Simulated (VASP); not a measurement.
# Zr (P6_3/mmc) in VASP: further runs

The runs below take Zr through single point, with r2SCAN.

Everything below comes from runs of VASP 6.6.1. Logs are shortened: lines on timing, memory, paths and dates and some standing lists are left out, and cuts for length are marked.

## 1. The cell of the first run

The structure is hexagonal, space group P6_3/mmc (No. 194). Conventional cell: a = 3.239 Å, b = 3.239 Å, c = 5.172 Å, α = 90.00°, β = 90.00°, γ = 120.00°. Zr (site symmetry -6m2) has 12 Zr at 3.19 to 3.24 Å within 4.2 Å.

## 2. Single point, r2SCAN

Input file POSCAR:

```
Zr
1.0
    3.2392314131      0.0000000000      0.0000000000
   -1.6196157065      2.8052566925      0.0000000000
    0.0000000000      0.0000000000      5.1722200000
Zr
2
Direct
    0.3333333300      0.6666666700      0.2500000000
    0.6666666700      0.3333333300      0.7500000000
```

Input file INCAR.step1:

```
ALGO = Normal
EDIFF = 1E-4
ENCUT = 520
GGA = PE
ISMEAR = 0
LASPH = T
LCHARG = F
LREAL = F
LWAVE = T
NBANDS = 19
NELM = 80
PREC = Accurate
SIGMA = 0.1
```

Input file INCAR.step2:

```
ALGO = Normal
EDIFF = 1E-6
ENCUT = 520
ISIF = 2
ISMEAR = 0
ISTART = 1
LASPH = T
LCHARG = T
LELF = T
LMIXTAU = T
LREAL = F
LVHAR = T
LWAVE = F
METAGGA = R2SCAN
NBANDS = 19
NELM = 80
PREC = Accurate
SIGMA = 0.1
```

Input file KPOINTS:

```
k-points
0
Gamma
  6 6 4
```

Potentials or basis: VASP PAW PBE potentials, release 64 (Zr_sv).

Launch:

```bash
> cat potpaw_PBE.64/Zr_sv/POTCAR > POTCAR
> cp INCAR.step1 INCAR
> mpirun -np 1 vasp_std > vasp.out
> cp INCAR.step2 INCAR
> mpirun -np 1 vasp_std > vasp.out
```

OUTCAR:

```text
EDIFF = 1E-6
   ENCUT = 520
   ISIF = 2
   ISMEAR = 0
   ISTART = 1
   LASPH = T
   LREAL = F
   METAGGA = R2SCAN
   NELM = 80
   PREC = Accurate

 ion  position               nearest neighbor table
   1  0.333  0.667  0.250-   2 3.19   2 3.19   2 3.19   2 3.19   2 3.19   2 3.19
   2  0.667  0.333  0.750-   1 3.19   1 3.19   1 3.19   1 3.19   1 3.19   1 3.19

  LATTYP: Found a hexagonal cell.
 ALAT       =     3.2392314131
 C/A-ratio  =     1.5967429740

  Lattice vectors:

 A1 = (   3.2392314131,   0.0000000000,   0.0000000000)
 A2 = (  -1.6196157065,   2.8052566925,   0.0000000000)
 A3 = (   0.0000000000,   0.0000000000,   5.1722200000)

Analysis of symmetry for initial positions (statically):
=====================================================================
 Subroutine PRICEL returns:
 Original cell was already a primitive cell.

 Routine SETGRP: Setting up the symmetry group for a
 hexagonal supercell.

 Subroutine GETGRP returns: Found 24 space group operations
 (whereof 12 operations were pure point group operations)
 out of a pool of 24 trial point group operations.

The static configuration has the point symmetry D_3d.
 The point group associated with its full space group is D_6h.

Analysis of symmetry for dynamics (positions and initial velocities):
=====================================================================
 Subroutine PRICEL returns:
 Original cell was already a primitive cell.

 Routine SETGRP: Setting up the symmetry group for a
 hexagonal supercell.

 Subroutine GETGRP returns: Found 24 space group operations
 (whereof 12 operations were pure point group operations)
 out of a pool of 24 trial point group operations.

The dynamic configuration has the point symmetry D_3d.
 The point group associated with its full space group is D_6h.

 Subroutine INISYM returns: Found 24 space group operations
 (whereof 12 operations are pure point group operations),
 and found     1 'primitive' translations

----------------------------------------------------------------------------------------

                                     Primitive cell

  volume of cell :      46.9993

  direct lattice vectors                    reciprocal lattice vectors
     3.239231413  0.000000000  0.000000000     0.308715208  0.178236809  0.000000000
    -1.619615707  2.805256692  0.000000000     0.000000000  0.356473617  0.000000000
     0.000000000  0.000000000  5.172220000     0.000000000  0.000000000  0.193340577

  length of vectors
     3.239231413  3.239231413  5.172220000     0.356473617  0.356473617  0.193340577

  position of ions in fractional coordinates (direct lattice)
     0.333333330  0.666666670  0.250000000
     0.666666670  0.333333330  0.750000000

  ion indices of the primitive-cell ions
   primitive index   ion index
                 1           1
                 2           2

----------------------------------------------------------------------------------------

 KPOINTS: k-points

Automatic generation of k-mesh.
 Grid dimensions read from file:
 generate k-points for:    6    6    4

 Generating k-lattice:

  Cartesian coordinates                     Fractional coordinates (reciprocal lattice)
     0.051452535  0.029706135  0.000000000     0.166666667  0.000000000  0.000000000
     0.000000000  0.059412270  0.000000000     0.000000000  0.166666667  0.000000000
     0.000000000  0.000000000  0.048335144     0.000000000  0.000000000  0.250000000

  Length of vectors
     0.059412270  0.059412270  0.048335144

  Shift w.r.t. Gamma in fractional coordinates (k-lattice)
     0.000000000  0.000000000  0.000000000

 Subroutine IBZKPT returns following result:
 ===========================================

 Found     21 irreducible k-points:

 Following reciprocal coordinates:
            Coordinates               Weight
  0.000000  0.000000  0.000000      1.000000
  0.166667  0.000000  0.000000      6.000000
  0.333333 -0.000000  0.000000      6.000000
  0.500000 -0.000000  0.000000      3.000000
  0.166667  0.166667  0.000000      6.000000
  0.333333  0.166667  0.000000     12.000000
[... 13 lines left out ...]
  0.333333  0.166667  0.500000     12.000000
  0.333333  0.333333  0.500000      2.000000
   k-points           NKPTS =     21   k-points in BZ     NKDIM =     21   number of bands    NBANDS=     19
   number of dos      NEDOS =    301   number of ions     NIONS =      2
   total plane-waves  NPLWV =  23040
   dimension x,y,z NGX =    24 NGY =   24 NGZ =   40
   dimension x,y,z NGXF=    48 NGYF=   48 NGZF=   80
   ions per type =               2
   NGX,Y,Z   is equivalent  to a cutoff of  12.32, 12.32, 12.86 a.u.
   NGXF,Y,Z  is equivalent  to a cutoff of  24.63, 24.63, 25.71 a.u.
 SYSTEM =  unknown system
   PREC   = accura    normal or accurate (medium, high low for compatibility)
   ISTART =      1    job   : 0-new  1-cont  2-samecut
   ICHARG =      0    charge: 1-file 2-atom 10-const
   ISPIN  =      1    spin polarized calculation?
   LNONCOLLINEAR =      F non collinear calculations
   LSORBIT =      F    spin-orbit coupling
   LASPH  =      T    aspherical Exc in radial PAW
   ENCUT  =  520.0 eV  38.22 Ry    6.18 a.u.   6.02  6.02  9.62*2*pi/ulx,y,z
   NELM   =     80;   NELMIN=  2; NELMDL=  0     # of ELM steps
   EDIFF  = 0.1E-05   stopping-criterion for ELM
   LREAL  =      F    real-space projection
   EDIFFG = 0.1E-04   stopping-criterion for IOM
   NSW    =      0    number of steps for IOM
   IBRION =     -1    ionic relax: 0-MD 1-quasi-New 2-CG
   NFREE  =      0    steps in history (QN), initial steepest desc. (CG)
   ISIF   =      2    stress and relaxation
   ISYM   =      2    0-nonsym 1-usesym 2-fastsym
   POTIM  = 0.5000    time-step for ionic-motion
   TEBEG  =    0.0;   TEEND  =   0.0 temperature during run
   PSTRESS=    0.0 pullay stress
   NELECT =      24.0000    total number of electrons
   NUPDOWN=      -1.0000    fix difference up-down
   EMIN   =  10.00;   EMAX   =-10.00  energy-range for DOS
   EFERMI =   0.00;   METHOD = LEGACY
   ISMEAR =     0;   SIGMA  =   0.10  broadening in eV -4-tet -1-fermi 0-gaus
   EFERMI_NEDOS =   21; number of points for ismear=-14 and -15
   IALGO  =     38    algorithm
   IMIX   =      4    mixing-type and parameters
     AMIX     =   0.40;   BMIX     =  1.00
     AMIX_MAG =   1.60;   BMIX_MAG =  1.00
  volume/ion in A,a.u.               =      23.50       158.58
  Fermi-wavevector in a.u.,A,eV,Ry     =   1.308523  2.472750 23.296340  1.712233
  Thomas-Fermi vector in A             =   2.439184
   LORBIT       =      0    0 simple, 1 ext, 2 COOP (PROOUT), +10 PAW based schemes
   METAGGA = R2SCAN    functional components
   LHFCALC =     F    Hartree Fock is set to
   AEXX    =    0.0000 exact exchange contribution
   IVDW    =     0    specifies the selected vdW correction
   LEPSILON=     F    determine dielectric tensor
   LRPA    =     F    only Hartree local field effects (RPA)
 non-spin polarized calculation
 Gauss-broadening in eV      SIGMA  =   0.10
  energy-cutoff  :      520.00
  volume of cell :       47.00
 maximum number of plane-waves:      1296
   NGX = 13   NGY = 13   NGZ = 19

 number of electron      24.0000001 magnetization

 Free energy of the ion-electron system (eV)
  ---------------------------------------------------
  ext. energy  EPLUGINS =         0.00000000
  ---------------------------------------------------
  free energy    TOTEN  =       -45.49196084 eV

  energy without entropy =      -45.48124927  energy(sigma->0) =      -45.48660505

 E-fermi :   9.0146     XC(G=0): -11.9026

 val. band max:        9.0126788322   @ k =   0.3333   0.3333   0.2500
 cond. band min:       9.1131292107   @ k =   0.1667   0.1667   0.5000
 fundamental gap:      0.1004503784
 Fermi energy:         9.0145855738

 k-point     1 :       0.0000    0.0000    0.0000
  band No.  band energies     occupation
      1     -41.6256      2.00000
      2     -41.4665      2.00000
      3     -19.4715      2.00000
      4     -18.5704      2.00000
      5     -18.5704      2.00000
      6     -18.4479      2.00000
[... 11 lines left out ...]
     18      11.3359      0.00000
     19      13.6231      0.00000

 k-point     2 :       0.1667    0.0000    0.0000
  band No.  band energies     occupation
      1     -41.5943      2.00000
      2     -41.4539      2.00000
      3     -19.3871      2.00000
      4     -18.7512      2.00000
      5     -18.6277      2.00000
      6     -18.6145      2.00000
[... 11 lines left out ...]
     18      11.3327      0.00000
     19      14.0151      0.00000

 k-point     3 :       0.3333   -0.0000    0.0000
  band No.  band energies     occupation
      1     -41.5258      2.00000
      2     -41.4341      2.00000
      3     -19.1810      2.00000
      4     -19.1117      2.00000
      5     -18.9541      2.00000
      6     -18.7335      2.00000
[... 11 lines left out ...]
     18      13.0602      0.00000
     19      14.4028      0.00000

 k-point     4 :       0.5000   -0.0000    0.0000
  band No.  band energies     occupation
      1     -41.4836      2.00000
      2     -41.4317      2.00000
      3     -19.2895      2.00000
      4     -19.1136      2.00000
      5     -19.0272      2.00000
      6     -18.7837      2.00000
[... 11 lines left out ...]
     18      14.5034      0.00000
     19      15.2857      0.00000

 k-point     5 :       0.1667    0.1667    0.0000
  band No.  band energies     occupation
      1     -41.5441      2.00000
      2     -41.4379      2.00000
      3     -19.2401      2.00000
      4     -18.9408      2.00000
      5     -18.9272      2.00000
      6     -18.6852      2.00000
[... 11 lines left out ...]
     18      12.9115      0.00000
     19      14.1095      0.00000

 k-point     6 :       0.3333    0.1667    0.0000
  band No.  band energies     occupation
      1     -41.4840      2.00000
      2     -41.4313      2.00000
      3     -19.1957      2.00000
      4     -19.0529      2.00000
      5     -19.0308      2.00000
      6     -18.8486      2.00000
[... 11 lines left out ...]
     18      14.1344      0.00000
     19      15.0604      0.00000

 k-point     7 :       0.3333    0.3333    0.0000
  band No.  band energies     occupation
      1     -41.4465      2.00000
      2     -41.4465      2.00000
      3     -19.1466      2.00000
      4     -18.9986      2.00000
      5     -18.9986      2.00000
      6     -18.8506      2.00000
[... 11 lines left out ...]
     18      13.8848      0.00000
     19      15.7037      0.00000

 k-point     8 :       0.0000    0.0000    0.2500
  band No.  band energies     occupation
      1     -41.6026      2.00000
      2     -41.4901      2.00000
      3     -19.3300      2.00000
      4     -18.6071      2.00000
      5     -18.5502      2.00000
      6     -18.5502      2.00000
[... 190 lines left out ...]
 k-point    17 :       0.3333   -0.0000    0.5000
  band No.  band energies     occupation
      1     -41.4801      2.00000
      2     -41.4801      2.00000
      3     -19.2234      2.00000
      4     -19.2234      2.00000
      5     -18.6940      2.00000
      6     -18.6940      2.00000
[... 11 lines left out ...]
     18      13.4249      0.00000
     19      13.7242      0.00000

 k-point    18 :       0.5000   -0.0000    0.5000
  band No.  band energies     occupation
      1     -41.4576      2.00000
      2     -41.4576      2.00000
      3     -19.3627      2.00000
      4     -19.3627      2.00000
      5     -18.6928      2.00000
      6     -18.6928      2.00000
[... 11 lines left out ...]
     18      14.3287      0.00000
     19      14.3699      0.00000

 k-point    19 :       0.1667    0.1667    0.5000
  band No.  band energies     occupation
      1     -41.4913      2.00000
      2     -41.4913      2.00000
      3     -19.1365      2.00000
      4     -19.1365      2.00000
      5     -18.7122      2.00000
      6     -18.7122      2.00000
[... 11 lines left out ...]
     18      13.2350      0.00000
     19      13.8093      0.00000

 k-point    20 :       0.3333    0.1667    0.5000
  band No.  band energies     occupation
      1     -41.4576      2.00000
      2     -41.4576      2.00000
      3     -19.2853      2.00000
      4     -19.2853      2.00000
      5     -18.8223      2.00000
      6     -18.8223      2.00000
[... 11 lines left out ...]
     18      13.8882      0.00000
     19      15.2312      0.00000

 k-point    21 :       0.3333    0.3333    0.5000
  band No.  band energies     occupation
      1     -41.4464      2.00000
      2     -41.4464      2.00000
      3     -19.2317      2.00000
      4     -19.2317      2.00000
      5     -18.9865      2.00000
      6     -18.9865      2.00000
[... 11 lines left out ...]
     18      13.5333      0.00000
     19      17.2705      0.00000

------------------------ aborting loop because EDIFF is reached ----------------------------------------

  FORCE on cell =-STRESS in cart. coord.  units (eV):
  Direction    XX          YY          ZZ          XY          YZ          ZX
  --------------------------------------------------------------------------------------
  -------------------------------------------------------------------------------------
  Total       -0.0886232     -0.0886232     -0.0483865     -0.0000000      0.0000000      0.0000000
  in kB       -3.0211097     -3.0211097     -1.6494663     -0.0000000      0.0000000      0.0000000
  external PRESSURE =      -2.5638953 kB  Pullay stress =       0.0000000 kB

 VOLUME and BASIS-vectors are now :
 -----------------------------------------------------------------------------
  energy-cutoff  :      520.00
  volume of cell :       47.00
      direct lattice vectors                 reciprocal lattice vectors
     3.239231413  0.000000000  0.000000000     0.308715208  0.178236809  0.000000000
    -1.619615707  2.805256692  0.000000000     0.000000000  0.356473617  0.000000000
     0.000000000  0.000000000  5.172220000     0.000000000  0.000000000  0.193340577

 POSITION                                       TOTAL-FORCE (eV/Angst)
 -----------------------------------------------------------------------------------
     -0.00000      1.87017      1.29306         0.000000      0.000000      0.000000
      1.61962      0.93509      3.87917        -0.000000     -0.000000      0.000000
 -----------------------------------------------------------------------------------
    total drift:                               -0.000010      0.000006     -0.000000

  FREE ENERGIE OF THE ION-ELECTRON SYSTEM (eV)
  ---------------------------------------------------
  free  energy   TOTEN  =       -45.4919608364 eV

  energy  without entropy=      -45.4812492682  energy(sigma->0) =      -45.48660505
```

It took 51 s on 1 thread of Intel Xeon Platinum 8488C (Sapphire Rapids), shared host; peak memory 0.16 GiB.

Results:

```yaml
Free_energy: -45.4920 eV
Pressure: -0.3 GPa
Band_gap_on_the_k_mesh: zero (bands 12 and 13 overlap by 1.12 eV)
```

Caveat: the k points lie up to 0.37 Å⁻¹ apart, too coarse for converged energies and pressures of a metal; the PAW data sets were made with another functional, which shifts forces and pressure a little.

[end of part 1 of 2]

The gap in the log of VASP goes by the Fermi energy; the results here count the filled bands.